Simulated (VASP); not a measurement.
Set up this calculation in VASP 6.6.1, as the native input.

| Item | Value |
| --- | --- |
| Task | relaxation of cell and atoms |
| Functional | PBE |
| Potentials or basis | VASP PAW PBE potentials, release 64 (H, Os, Pt) |
| Cutoff | 600 eV |
| k mesh | 8 × 8 × 8 |
| Occupations | gaussian, width 0.1 eV |
| Spin | no spin polarisation |
| Dipole correction | no |
| Further INCAR settings | ALGO = Normal; EDIFF = 1e-07; IBRION = 2; EDIFFG = -0.01; NSW = 100; ISIF = 3 |

The structure of HOsPt3 lies in POSCAR:

```
HOsPt3
1.0
    4.8188617803      0.0000000000      0.0000000000
    0.0000000000      4.8188617803      0.0000000000
    0.0000000000      0.0000000000      4.8188617803
H Os Pt
1 1 3
Direct
    0.0000000000      0.0000000000      0.0000000000
    0.5000000000      0.5000000000      0.5000000000
    0.5000000000      0.5000000000      0.0000000000
    0.0000000000      0.5000000000      0.5000000000
    0.5000000000      0.0000000000      0.5000000000
```

The input as run:

INCAR

```
SYSTEM = HOsPt3
  ALGO = Normal
  EDIFF = 1E-7
  EDIFFG = -0.01
  ENCUT = 600
  GGA = PE
  IBRION = 2
  ISIF = 3
  ISMEAR = 0
  LASPH = .TRUE.
  LCHARG = .FALSE.
  LREAL = .FALSE.
  LWAVE = .FALSE.
  NELM = 100
  NSW = 100
  PREC = Accurate
  SIGMA = 0.1
```

KPOINTS

```
k-points
0
G
  8 8 8
  0 0 0
```

Potentials or basis: VASP PAW PBE potentials, release 64 (H, Os, Pt).

Command:

```sh
$ cat potpaw_PBE.64/H/POTCAR potpaw_PBE.64/Os/POTCAR potpaw_PBE.64/Pt/POTCAR > POTCAR
$ mpirun -np 1 vasp_std > vasp.out
```

It gave:

- Pressure after relaxing: 0.1 GPa

Caveat: the relaxation stopped at its first step, so nothing moved.

Wall time 110 s on 1 thread of Intel(R) Xeon(R) Platinum 8488C (Sapphire Rapids), on a shared host, peak memory 0.31 GiB.
